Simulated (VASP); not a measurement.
A run of VASP 6.6.1 is set up as follows.

The input INCAR:

```
ALGO     = Normal         # electronic algorithm
EDIFF    = 1E-6           # SCF threshold, eV
ENCUT    = 520            # plane-wave cutoff, eV
GGA      = PE             # functional
ISIF     = 2              # what is computed and relaxed
ISMEAR   = -1             # smearing method
LASPH    = T              # aspherical terms in the spheres
LCHARG   = F              # write CHGCAR
LREAL    = F              # projectors in reciprocal space
LWAVE    = F              # write WAVECAR
NBANDS   = 11             # bands
NELM     = 100            # most SCF steps
PREC     = Accurate       # precision mode
SIGMA    = 0.08           # smearing width, eV
```

KPOINTS

```
k-points
0
Gamma
  15 15 15
```

File POSCAR:

```
Pd
1.0
    2.5703122152      0.0000000000      0.0000000000
    0.0000000000      2.5703122152      0.0000000000
    0.0000000000      0.0000000000      2.5703122152
Pd
1
Direct
    0.0000000000      0.0000000000      0.0000000000
```

Potentials or basis: VASP PAW PBE potentials, release 64 (Pd).

Launch:

```bash
$ cat potpaw_PBE.64/Pd/POTCAR > POTCAR
$ mpirun -np 1 vasp_std > vasp.out
```

Task: Estimate the band gap on the k mesh.

Result: Zero (band 5 reaches 9.08 eV, above the bottom of band 6 at 7.18 eV).

Task: What does it give for the pressure?

Result: 6.7 GPa.
